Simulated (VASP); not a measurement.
TiO2:

```
Ti O
1.0
     2.70603   -2.70666    0.00000
     2.70603    2.70666    0.00000
    -2.63353    0.00000    4.79664
Ti O
2 4
Direct
  0.13411 0.86589 0.25000
  0.86589 0.13411 0.75000
  0.33122 0.08876 0.66715
  0.66878 0.91124 0.33285
  0.91124 0.66878 0.83285
  0.08876 0.33122 0.16715
```

* Program: VASP 6.6.1
* Task: relaxation of cell and atoms
* Functional: PBEsol
* Potentials or basis: VASP PAW PBE potentials, release 64 (Ti_sv, O)
* Cutoff: 600 eV
* k mesh: 8 × 8 × 6
* Occupations: gaussian, width 0.02 eV
* Spin: no spin polarisation

At the start: pressure -7.1 GPa; volume 11.71 Å³/atom.

Task: How do energy, volume and symmetry change on relaxing?

Result: Over 19 steps the energy falls by 10.3 meV/atom and the volume is 11.33 Å³/atom (-3.2 %); space group C2/c (No. 15, to 0.1 Å) before, I4_1/amd (No. 141, to 0.1 Å).

Step by step:
| step | energy change (eV) | largest force (eV/Å) | pressure (GPa) | volume (Å³) |
| --- | --- | --- | --- | --- |
| 1 | 0.0000 | 0.2159 | -7.12 | 70.26 |
| 2 | 0.0404 | 0.4219 | 10.68 | 65.10 |
| 3 | -0.0552 | 0.0994 | -0.10 | 67.97 |
| 4 | -0.0552 | 0.1002 | 0.05 | 67.92 |
| 5 | -0.0570 | 0.0898 | 0.14 | 67.85 |
| 6 | -0.0571 | 0.0860 | 0.16 | 67.83 |
| 7 | -0.0583 | 0.0637 | 0.00 | 67.90 |
| 8 | -0.0596 | 0.0495 | -0.32 | 68.05 |
| 9 | -0.0597 | 0.0539 | -0.47 | 68.12 |
| 10 | -0.0605 | 0.0376 | 0.01 | 67.99 |
| 11 | -0.0606 | 0.0377 | 0.26 | 67.93 |
| 12 | -0.0611 | 0.0189 | 0.14 | 67.98 |
| 13 | -0.0613 | 0.0223 | -0.05 | 68.04 |
| 14 | -0.0614 | 0.0171 | 0.00 | 68.02 |
| 15 | -0.0615 | 0.0190 | 0.04 | 68.02 |
| 16 | -0.0615 | 0.0172 | -0.02 | 68.03 |
| 17 | -0.0617 | 0.0148 | -0.21 | 68.08 |
| 18 | -0.0617 | 0.0128 | -0.16 | 68.06 |
| 19 | -0.0618 | 0.0088 | 0.01 | 68.00 |

Final structure:
```
Ti O
1.0
     2.66686   -2.66753   -0.01852
     2.66686    2.66753   -0.01852
    -2.62854    0.00000    4.79796
Ti O
2 4
Direct
  0.12502 0.87498 0.25000
  0.87498 0.12502 0.75000
  0.33224 0.08389 0.66506
  0.66776 0.91611 0.33494
  0.91611 0.66776 0.83494
  0.08389 0.33224 0.16506
```

Caveat: the PAW data sets were made with another functional, which shifts forces and pressure a little.
